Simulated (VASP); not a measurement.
# BiTe (I4/mmm) in VASP: further runs

The runs below take BiTe through single point, with r2SCAN.

All numbers are computed with VASP 6.6.1; they aren't measurements. Logs are shortened: lines on timing, memory, paths and dates and some standing lists are left out, and cuts for length are marked.

## Step 1: The cell of the first run

Symmetry: I4/mmm, No. 139, tetragonal system. Conventional cell: a = 4.644 Å, b = 4.644 Å, c = 6.276 Å, α = 90.00°, β = 90.00°, γ = 90.00°. Within 4.1 Å of Bi (site symmetry 4/mmm) lie 6 Te at 3.14 to 3.28 Å. Within 4.1 Å of Te (site symmetry 4/mmm) lie 6 Bi at 3.14 to 3.28 Å.

## Step 2: Single point, r2SCAN (strain +0.015 along x and y, -0.030 along z)

POSCAR reads:

```
BiTe
1.0
    0.0000000000      3.2835250000      3.1379500000
    3.2835250000      0.0000000000      3.1379500000
    3.2835250000      3.2835250000      0.0000000000
Bi Te
1 1
Direct
    0.0000000000      0.0000000000      0.0000000000
    0.5000000000      0.5000000000      0.5000000000
```

INCAR.step1 reads:

```
ALGO = Normal
EDIFF = 1E-4
ENCUT = 520
GGA = PE
ISMEAR = 0
LASPH = T
LCHARG = F
LREAL = F
LWAVE = T
NBANDS = 18
NELM = 80
PREC = Accurate
SIGMA = 0.15
```

INCAR.step2 reads:

```
ALGO = Normal
EDIFF = 1E-6
ENCUT = 520
ISIF = 2
ISMEAR = 0
ISTART = 1
LASPH = T
LCHARG = T
LELF = T
LMIXTAU = T
LREAL = F
LVHAR = T
LWAVE = F
METAGGA = R2SCAN
NBANDS = 18
NELM = 80
PREC = Accurate
SIGMA = 0.15
```

KPOINTS reads:

```
k-points
0
Gamma
  14 14 14
```

Potentials or basis: VASP PAW PBE potentials, release 64 (Bi_d, Te).

Started as:

```console
cat potpaw_PBE.64/Bi_d/POTCAR potpaw_PBE.64/Te/POTCAR > POTCAR
cp INCAR.step1 INCAR
mpirun -np 1 vasp_std > vasp.out
cp INCAR.step2 INCAR
mpirun -np 1 vasp_std > vasp.out
```

OUTCAR:

```text
EDIFF = 1E-6
   ENCUT = 520
   ISIF = 2
   ISMEAR = 0
   ISTART = 1
   LASPH = T
   LREAL = F
   METAGGA = R2SCAN
   NELM = 80
   PREC = Accurate

 ion  position               nearest neighbor table
   1  0.000  0.000  0.000-   2 3.14   2 3.14   2 3.28   2 3.28   2 3.28   2 3.28
   2  0.500  0.500  0.500-   1 3.14   1 3.14   1 3.28   1 3.28   1 3.28   1 3.28

  LATTYP: Found a body centered tetragonal cell.
 ALAT       =     4.6436055874
 C/A-ratio  =     1.3515144389

  Lattice vectors:

 A1 = (   0.0000000000,  -3.2835250000,  -3.1379500000)
 A2 = (   0.0000000000,   3.2835250000,  -3.1379500000)
 A3 = (   3.2835250000,   0.0000000000,   3.1379500000)

Analysis of symmetry for initial positions (statically):
=====================================================================
 Subroutine PRICEL returns:
 Original cell was already a primitive cell.

 Routine SETGRP: Setting up the symmetry group for a
 body centered tetragonal supercell.

 Subroutine GETGRP returns: Found 16 space group operations
 (whereof 16 operations were pure point group operations)
 out of a pool of 16 trial point group operations.

The static configuration has the point symmetry D_4h.

Analysis of symmetry for dynamics (positions and initial velocities):
=====================================================================
 Subroutine PRICEL returns:
 Original cell was already a primitive cell.

 Routine SETGRP: Setting up the symmetry group for a
 body centered tetragonal supercell.

 Subroutine GETGRP returns: Found 16 space group operations
 (whereof 16 operations were pure point group operations)
 out of a pool of 16 trial point group operations.

The dynamic configuration has the point symmetry D_4h.

 Subroutine INISYM returns: Found 16 space group operations
 (whereof 16 operations are pure point group operations),
 and found     1 'primitive' translations

----------------------------------------------------------------------------------------

                                     Primitive cell

  volume of cell :      67.6638

  direct lattice vectors                    reciprocal lattice vectors
     0.000000000  3.283525000  3.137950000    -0.152275375  0.152275375  0.159339696
     3.283525000  0.000000000  3.137950000     0.152275375 -0.152275375  0.159339696
     3.283525000  3.283525000  0.000000000     0.152275375  0.152275375 -0.159339696

  length of vectors
     4.541835161  4.541835161  4.643605587     0.267889377  0.267889377  0.267889377

  position of ions in fractional coordinates (direct lattice)
     0.000000000  0.000000000  0.000000000
     0.500000000  0.500000000  0.500000000

  ion indices of the primitive-cell ions
   primitive index   ion index
                 1           1
                 2           2

----------------------------------------------------------------------------------------

 KPOINTS: k-points

Automatic generation of k-mesh.
 Grid dimensions read from file:
 generate k-points for:   14   14   14

 Generating k-lattice:

  Cartesian coordinates                     Fractional coordinates (reciprocal lattice)
    -0.010876812  0.010876812  0.011381407     0.071428571 -0.000000000  0.000000000
     0.010876812 -0.010876812  0.011381407    -0.000000000  0.071428571  0.000000000
     0.010876812  0.010876812 -0.011381407     0.000000000  0.000000000  0.071428571

  Length of vectors
     0.019134956  0.019134956  0.019134956

  Shift w.r.t. Gamma in fractional coordinates (k-lattice)
     0.000000000  0.000000000  0.000000000

 Subroutine IBZKPT returns following result:
 ===========================================

 Found    244 irreducible k-points:

 Following reciprocal coordinates:
            Coordinates               Weight
  0.000000  0.000000  0.000000      1.000000
  0.071429  0.000000  0.000000      8.000000
  0.142857  0.000000  0.000000      8.000000
  0.214286  0.000000  0.000000      8.000000
  0.285714  0.000000  0.000000      8.000000
  0.357143  0.000000  0.000000      8.000000
[... 16 lines left out ...]
  0.214286  0.142857  0.000000      8.000000
  0.285714  0.142857  0.000000      8.000000
 [... further k-points ...]
   k-points           NKPTS =    244   k-points in BZ     NKDIM =    244   number of bands    NBANDS=     18
   number of dos      NEDOS =    301   number of ions     NIONS =      2
   total plane-waves  NPLWV =  46656
   dimension x,y,z NGX =    36 NGY =   36 NGZ =   36
   dimension x,y,z NGXF=    72 NGYF=   72 NGZF=   72
   ions per type =               1   1
   NGX,Y,Z   is equivalent  to a cutoff of  13.18, 13.18, 12.89 a.u.
   NGXF,Y,Z  is equivalent  to a cutoff of  26.35, 26.35, 25.78 a.u.
 SYSTEM =  unknown system
   PREC   = accura    normal or accurate (medium, high low for compatibility)
   ISTART =      1    job   : 0-new  1-cont  2-samecut
   ICHARG =      0    charge: 1-file 2-atom 10-const
   ISPIN  =      1    spin polarized calculation?
   LNONCOLLINEAR =      F non collinear calculations
   LSORBIT =      F    spin-orbit coupling
   LASPH  =      T    aspherical Exc in radial PAW
   ENCUT  =  520.0 eV  38.22 Ry    6.18 a.u.   8.44  8.44  8.63*2*pi/ulx,y,z
   NELM   =     80;   NELMIN=  2; NELMDL=  0     # of ELM steps
   EDIFF  = 0.1E-05   stopping-criterion for ELM
   LREAL  =      F    real-space projection
   EDIFFG = 0.1E-04   stopping-criterion for IOM
   NSW    =      0    number of steps for IOM
   IBRION =     -1    ionic relax: 0-MD 1-quasi-New 2-CG
   NFREE  =      0    steps in history (QN), initial steepest desc. (CG)
   ISIF   =      2    stress and relaxation
   ISYM   =      2    0-nonsym 1-usesym 2-fastsym
   POTIM  = 0.5000    time-step for ionic-motion
   TEBEG  =    0.0;   TEEND  =   0.0 temperature during run
   PSTRESS=    0.0 pullay stress
   NELECT =      21.0000    total number of electrons
   NUPDOWN=      -1.0000    fix difference up-down
   EMIN   =  10.00;   EMAX   =-10.00  energy-range for DOS
   EFERMI =   0.00;   METHOD = LEGACY
   ISMEAR =     0;   SIGMA  =   0.15  broadening in eV -4-tet -1-fermi 0-gaus
   EFERMI_NEDOS =   21; number of points for ismear=-14 and -15
   IALGO  =     38    algorithm
   IMIX   =      4    mixing-type and parameters
     AMIX     =   0.40;   BMIX     =  1.00
     AMIX_MAG =   1.60;   BMIX_MAG =  1.00
  volume/ion in A,a.u.               =      33.83       228.31
  Fermi-wavevector in a.u.,A,eV,Ry     =   1.108398  2.094568 16.715383  1.228546
  Thomas-Fermi vector in A             =   2.244925
   LORBIT       =      0    0 simple, 1 ext, 2 COOP (PROOUT), +10 PAW based schemes
   METAGGA = R2SCAN    functional components
   LHFCALC =     F    Hartree Fock is set to
   AEXX    =    0.0000 exact exchange contribution
   IVDW    =     0    specifies the selected vdW correction
   LEPSILON=     F    determine dielectric tensor
   LRPA    =     F    only Hartree local field effects (RPA)
 non-spin polarized calculation
 Gauss-broadening in eV      SIGMA  =   0.15
  energy-cutoff  :      520.00
  volume of cell :       67.66
 maximum number of plane-waves:      1847
 NGX is ok and might be reduce to    36
   NGX = 17   NGY = 17   NGZ = 17

 number of electron      20.9999997 magnetization

 Free energy of the ion-electron system (eV)
  ---------------------------------------------------
  ext. energy  EPLUGINS =         0.00000000
  ---------------------------------------------------
  free energy    TOTEN  =       -84.00902269 eV

  energy without entropy =      -83.99242085  energy(sigma->0) =      -84.00072177

 E-fermi :   6.6171     XC(G=0): -10.0024

 val. band max:        6.6086727992   @ k =  -0.2143   0.0000   0.1429
 cond. band min:       6.6170822317   @ k =  -0.2857   0.2143   0.1429
 fundamental gap:      0.0084094326
 Fermi energy:         6.6170771032

 k-point     1 :       0.0000    0.0000    0.0000
  band No.  band energies     occupation
      1     -17.3289      2.00000
      2     -17.3111      2.00000
      3     -17.3111      2.00000
      4     -17.2882      2.00000
      5     -17.2832      2.00000
      6      -7.5747      2.00000
[... 10 lines left out ...]
     17      12.9669      0.00000
     18      13.2823      0.00000

 k-point     2 :       0.0714    0.0000    0.0000
  band No.  band energies     occupation
      1     -17.3292      2.00000
      2     -17.3109      2.00000
      3     -17.3108      2.00000
      4     -17.2882      2.00000
      5     -17.2830      2.00000
      6      -7.5264      2.00000
[... 10 lines left out ...]
     17      13.2628      0.00000
     18      13.5542      0.00000

 k-point     3 :       0.1429    0.0000    0.0000
  band No.  band energies     occupation
      1     -17.3299      2.00000
      2     -17.3104      2.00000
      3     -17.3101      2.00000
      4     -17.2885      2.00000
      5     -17.2826      2.00000
      6      -7.3819      2.00000
[... 10 lines left out ...]
     17      14.0253      0.00000
     18      14.2736      0.00000

 k-point     4 :       0.2143    0.0000    0.0000
  band No.  band energies     occupation
      1     -17.3311      2.00000
      2     -17.3095      2.00000
      3     -17.3091      2.00000
      4     -17.2886      2.00000
      5     -17.2820      2.00000
      6      -7.1431      2.00000
[... 375 lines left out ...]
      4     -17.2870      2.00000
      5     -17.2840      2.00000
      6      -7.2877      2.00000
[... 10 lines left out ...]
     17      13.2308      0.00000
     18      13.5292      0.00000

 k-point    23 :       0.2143    0.1429    0.0000
  band No.  band energies     occupation
      1     -17.3336      2.00000
      2     -17.3079      2.00000
      3     -17.3078      2.00000
      4     -17.2866      2.00000
      5     -17.2841      2.00000
      6      -7.0994      2.00000
[... 10 lines left out ...]
     17      13.6649      0.00000
     18      13.9326      0.00000

 k-point    24 :       0.2857    0.1429    0.0000
  band No.  band energies     occupation
      1     -17.3352      2.00000
      2     -17.3068      2.00000
      3     -17.3067      2.00000
      4     -17.2863      2.00000
      5     -17.2839      2.00000
      6      -6.8203      2.00000
[... 10 lines left out ...]
     17      14.5165      0.00000
     18      14.7806      0.00000

 [... further k-points ...]

------------------------ aborting loop because EDIFF is reached ----------------------------------------

  FORCE on cell =-STRESS in cart. coord.  units (eV):
  Direction    XX          YY          ZZ          XY          YZ          ZX
  --------------------------------------------------------------------------------------
  -------------------------------------------------------------------------------------
  Total       -0.4841427     -0.4841427      1.2064855      0.0000000     -0.0000000      0.0000000
  in kB      -11.4637668    -11.4637668     28.5677487      0.0000000     -0.0000000      0.0000000
  external PRESSURE =       1.8800717 kB  Pullay stress =       0.0000000 kB

 VOLUME and BASIS-vectors are now :
 -----------------------------------------------------------------------------
  energy-cutoff  :      520.00
  volume of cell :       67.66
      direct lattice vectors                 reciprocal lattice vectors
     0.000000000  3.283525000  3.137950000    -0.152275375  0.152275375  0.159339696
     3.283525000  0.000000000  3.137950000     0.152275375 -0.152275375  0.159339696
     3.283525000  3.283525000  0.000000000     0.152275375  0.152275375 -0.159339696

 POSITION                                       TOTAL-FORCE (eV/Angst)
 -----------------------------------------------------------------------------------
      0.00000      0.00000      0.00000         0.000000      0.000000      0.000000
      3.28353      3.28353      3.13795         0.000000      0.000000     -0.000000
 -----------------------------------------------------------------------------------
    total drift:                               -0.000000      0.000000      0.000000

  FREE ENERGIE OF THE ION-ELECTRON SYSTEM (eV)
  ---------------------------------------------------
  free  energy   TOTEN  =       -84.0090226927 eV

  energy  without entropy=      -83.9924208475  energy(sigma->0) =      -84.00072177
```

Wall time 8.7 min (1 thread of Intel Xeon 6975P-C (Granite Rapids), shared host); peak memory 0.43 GiB.

What came out:

```
Free energy            : -84.0090 eV
Pressure               : 0.2 GPa
Band gap on the k mesh : zero (an odd number of electrons rules out a gap without spin polarisation)
```

Caveat: the cell differs from its parent crystal (strain +0.015 along x and y, -0.030 along z); the PAW data sets were made with another functional, which shifts forces and pressure a little; spin-orbit coupling is left out, which moves the levels of the heavy elements.

## Step 3: Single point, r2SCAN (strain +0.030 along x and y, -0.030 along z)

POSCAR reads:

```
BiTe
1.0
    0.0000000000      3.3320500000      3.1379500000
    3.3320500000      0.0000000000      3.1379500000
    3.3320500000      3.3320500000      0.0000000000
Bi Te
1 1
Direct
    0.0000000000      0.0000000000      0.0000000000
    0.5000000000      0.5000000000      0.5000000000
```

INCAR.step1 reads:

```
  PREC = Accurate
  ENCUT = 520
  ISMEAR = 0
  SIGMA = 0.15
  LREAL = F
  LASPH = T
  NELM = 80
  NBANDS = 18
  GGA = PE
  ALGO = Normal
  EDIFF = 1E-4
  LWAVE = T
  LCHARG = F
```

INCAR.step2 reads:

```
  PREC = Accurate
  ENCUT = 520
  EDIFF = 1E-6
  ISMEAR = 0
  SIGMA = 0.15
  LREAL = F
  LASPH = T
  NELM = 80
  ALGO = Normal
  ISIF = 2
  LWAVE = F
  LCHARG = T
  METAGGA = R2SCAN
  LMIXTAU = T
  LELF = T
  LVHAR = T
  NBANDS = 18
  ISTART = 1
```

KPOINTS reads:

```
regular mesh
0
Gamma
  14 14 14
```

Potentials or basis: VASP PAW PBE potentials, release 64 (Bi_d, Te).

Started as:

```console
cat potpaw_PBE.64/Bi_d/POTCAR potpaw_PBE.64/Te/POTCAR > POTCAR
cp INCAR.step1 INCAR
mpirun -np 1 vasp_std > vasp.out
cp INCAR.step2 INCAR
mpirun -np 1 vasp_std > vasp.out
```

Run time: 5.6 min. Hardware: 1 thread of Intel Xeon 6975P-C (Granite Rapids), shared host; peak memory 0.44 GiB.

Results (log left out):

```yaml
Free_energy: -83.9854 eV
Pressure: -1.1 GPa
Band_gap_on_the_k_mesh: zero (an odd number of electrons rules out a gap without spin polarisation)
```

Stress tensor (GPa, compression positive):
```
-2.64  0.00  0.00
 0.00 -2.64  0.00
 0.00  0.00  2.03
```

Levels at points of the mesh, in eV from the Fermi level:
| k point | band 8 | band 9 | band 10 | band 11 | band 12 | band 13 |
| --- | --- | --- | --- | --- | --- | --- |
| (0.00, 0.00, 0.00) | -3.29 | -2.46 | -2.46 | 1.69 | 1.69 | 3.18 |
| (0.50, 0.00, 0.00) | -2.12 | -2.09 | -1.56 | -0.85 | -0.74 | -0.42 |
| (0.50, 0.50, 0.00) | -5.95 | -4.24 | -4.24 | 2.52 | 3.48 | 3.48 |
| (0.50, 0.00, 0.50) | -5.72 | -4.55 | -3.75 | 2.66 | 2.94 | 4.49 |

Caveat: the cell differs from its parent crystal (strain +0.030 along x and y, -0.030 along z); the PAW data sets were made with another functional, which shifts forces and pressure a little; spin-orbit coupling is left out, which moves the levels of the heavy elements.
